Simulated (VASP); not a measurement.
As:

```
CELL_PARAMETERS angstrom
-1.84019 0.00000 5.55606
0.00000 -4.51176 0.00000
1.84019 0.00000 5.55606
ATOMIC_POSITIONS crystal
As 0.09800 0.91000 0.09800
As 0.59800 0.59000 0.59800
As 0.90200 0.09000 0.90200
As 0.40200 0.41000 0.40200
```

- Program: VASP 6.6.1
- Task: relaxation of cell and atoms
- Functional: r2SCAN
- Potentials or basis: VASP PAW PBE potentials, release 64 (As)
- Cutoff: 600 eV
- k mesh: 6 × 6 × 6
- Occupations: fermi-dirac, width 0.0106 eV
- Spin: no spin polarisation

At the start: pressure 11.8 GPa; volume 23.06 Å³/atom.

Problem. Where does the relaxation end?

Solution. Over 15 steps the energy falls by 191.1 meV/atom and the volume is 24.52 Å³/atom (+6.3 %); space group Cmce (No. 64, to 0.1 Å) before and after.

The path:
| step | energy change (eV) | largest force (eV/Å) | pressure (GPa) | volume (Å³) |
| --- | --- | --- | --- | --- |
| 1 | 0.0000 | 2.4593 | 11.79 | 92.26 |
| 2 | -0.1757 | 1.1792 | -8.11 | 116.81 |
| 3 | -0.6881 | 0.2969 | -1.53 | 104.27 |
| 4 | -0.6889 | 0.3430 | -1.23 | 103.87 |
| 5 | -0.6889 | 0.3723 | -1.04 | 103.63 |
| 6 | -0.7481 | 0.1422 | -0.59 | 101.85 |
| 7 | -0.7598 | 0.0612 | -0.29 | 100.76 |
| 8 | -0.7599 | 0.0675 | -0.27 | 100.67 |
| 9 | -0.7607 | 0.0601 | 0.09 | 100.02 |
| 10 | -0.7607 | 0.0492 | 0.02 | 100.16 |
| 11 | -0.7615 | 0.0411 | -0.01 | 99.95 |
| 12 | -0.7631 | 0.0256 | -0.09 | 99.34 |
| 13 | -0.7635 | 0.0613 | -0.23 | 98.12 |
| 14 | -0.7638 | 0.0409 | -0.18 | 98.60 |
| 15 | -0.7642 | 0.0110 | 0.02 | 98.07 |

Final structure:
```yaml
crystal:
  lattice:
    - [-1.83160, 0.00000, 5.68915]
    - [0.00000, -4.70557, 0.00000]
    - [1.83160, 0.00000, 5.68915]
  atoms:
    - { symbol: As, position: [0.10469, 0.92749, 0.10469] }
    - { symbol: As, position: [0.60469, 0.57251, 0.60469] }
    - { symbol: As, position: [0.89531, 0.07251, 0.89531] }
    - { symbol: As, position: [0.39531, 0.42749, 0.39531] }
```

Caveat: the PAW data sets were made with another functional, which shifts forces and pressure a little.
